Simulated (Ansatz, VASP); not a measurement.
Two plane-wave programs on TiAl

The input INCAR:

```
SYSTEM = TiAl
PREC = Accurate
ENCUT = 520
EDIFF = 1E-6
ISMEAR = 0
SIGMA = 0.15
LREAL = .False.
LASPH = .True.
NELM = 100
ALGO = Fast
ISIF = 2
LWAVE = .False.
LCHARG = .False.
GGA = PE
NBANDS = 14
```

KPOINTS

```
regular mesh
0
Gamma
  16 16 16
  0 0 0
```

POSCAR

```
TiAl
1.0
    3.0519014400      0.0000000000      0.0000000000
    0.0000000000      3.0519014400      0.0000000000
    0.0000000000      0.0000000000      3.1790640000
Ti Al
1 1
Direct
    0.0000000000      0.0000000000      0.0000000000
    0.5000000000      0.5000000000      0.5000000000
```

Input for Ansatz:

```yaml
crystal:
  lattice:
    - [3.05190144, 0.0, 0.0]
    - [0.0, 3.05190144, 0.0]
    - [0.0, 0.0, 3.179064]
  atoms:
    - { symbol: Ti, position: [0.0, 0.0, 0.0] }
    - { symbol: Al, position: [0.5, 0.5, 0.5] }
basis:
  ecutwfc: 420
kpoints:
  mp_grid: { grid: [16, 16, 16] }
hamiltonian:
  xc: pbe
scf:
  occupations: { method: gaussian, width: 0.15 }
output:
  forces: true
  stress: true
  eigenvalues: true
```

Change from the starting cell: strain -0.040 along x and y, +0.000 along z, atoms carried along.

Alike in both runs: task single point; functional PBE; k mesh 16 × 16 × 16; occupations gaussian, width 0.15 eV; no spin polarisation.

|  | VASP | Ansatz |
| --- | --- | --- |
| version | VASP 6.6.1 | Ansatz 0.2.0 |
| potentials or method | VASP PAW PBE potentials, release 64 (Ti_sv, Al), cutoff 520 eV | scalar-relativistic, plane waves, PAW |
| valence electrons in the cell | 15 | 15 |

Ansatz gave:

| Quantity | Value |
| --- | --- |
| gap on the k mesh at the Fermi level (eV) | none |
| pressure (GPa) | 11.9 |
| traceless stress, the component that is largest in VASP (GPa) | 2.06 |

Problem. What did VASP give for the same quantities?

Solution. gap on the k mesh at the Fermi level (eV): none; pressure (GPa): 11.8; traceless stress, the component that is largest in VASP (GPa): 2.07.

A gap of «none» marks a metal or a gap that the smearing closes.
